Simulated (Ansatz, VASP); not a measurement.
# One calculation of HfB2, two programs

File INCAR:

```
AGGAC = 1.0
AGGAX = 1.0
ALDAC = 0.0
ALDAX = 1.0
ALGO = Normal
EDIFF = 1E-7
ENCUT = 520
GGA = B5
GGA_COMPAT = F
ISIF = 2
ISMEAR = -5
LASPH = T
LCHARG = F
LMAXMIX = 4
LORBIT = 11
LORBMOM = T
LREAL = F
LSORBIT = T
LWAVE = F
MAGMOM = 0 0 0 0 0 0 0 0 0
NBANDS = 29
NELM = 150
PREC = Accurate
SIGMA = 0.1
```

The input KPOINTS:

```
k-points
0
Gamma
  10 10 8
```

File POSCAR:

```
HfB2
1.0
    3.1400000000      0.0000000000      0.0000000000
   -1.5700000000      2.7193197679      0.0000000000
    0.0000000000      0.0000000000      3.4800000000
Hf B
1 2
Direct
    0.0000000000      0.0000000000      0.0000000000
    0.6666666667      0.3333333333      0.5000000000
    0.3333333333      0.6666666667      0.5000000000
```

input.yaml

```yaml
crystal:
  lattice:
    - [3.14, 0.0, 0.0]
    - [-1.57, 2.7193197679, 0.0]
    - [0.0, 0.0, 3.48]
  atoms:
    - { symbol: Hf, position: [0.0, 0.0, 0.0] }
    - { symbol: B, position: [0.6666666667, 0.3333333333, 0.5] }
    - { symbol: B, position: [0.3333333333, 0.6666666667, 0.5] }
hamiltonian:
  xc: blyp
  pseudopotentials: { kind: nc_fr }
magnetization:
  noncollinear: true
  spin_orbit: true
kpoints:
  mp_grid: { grid: [10, 10, 8] }
scf:
  occupations: { method: tetrahedron }
output:
  forces: true
  stress: true
  write_density: true
  write_potential: true
  elf: true
  volumetric_format: npy
```

Alike in both runs: functional BLYP; k mesh 10 × 10 × 8; occupations tetrahedron; non-collinear spin, spin-orbit coupling.

|  | VASP | Ansatz |
| --- | --- | --- |
| version | VASP 6.6.1 | Ansatz 0.2.0 |
| potentials or method | VASP PAW PBE potentials, release 64 (Hf_pv, B) | PseudoDojo standard (PBE files) |
| plane-wave cutoff (eV) | 520 | 1034 |
| valence electrons in the cell | 16 | 18 |
| task | single point | electron localisation function |

VASP gave:

```
pressure (GPa)                                                : 8.2
traceless stress, the component that is largest in VASP (GPa) : 3.35
net moment per atom (μB)                                      : 0.00
```

**Question.** What did Ansatz give for the same quantities?

**Answer.** Pressure (GPa): 9.1; traceless stress, the component that is largest in VASP (GPa): 2.67; net moment per atom (μB): 0.00.

VASP's potentials were made for PBE, not for BLYP. The functional is the same, so the differences come from potentials, cutoffs and numerics. VASP's potentials hold 16 valence electrons a cell and Ansatz's 18, so a difference there can come from the potentials and not from the codes.

Noted on Ansatz's run: the potentials were made for another functional, which shifts forces and pressure.
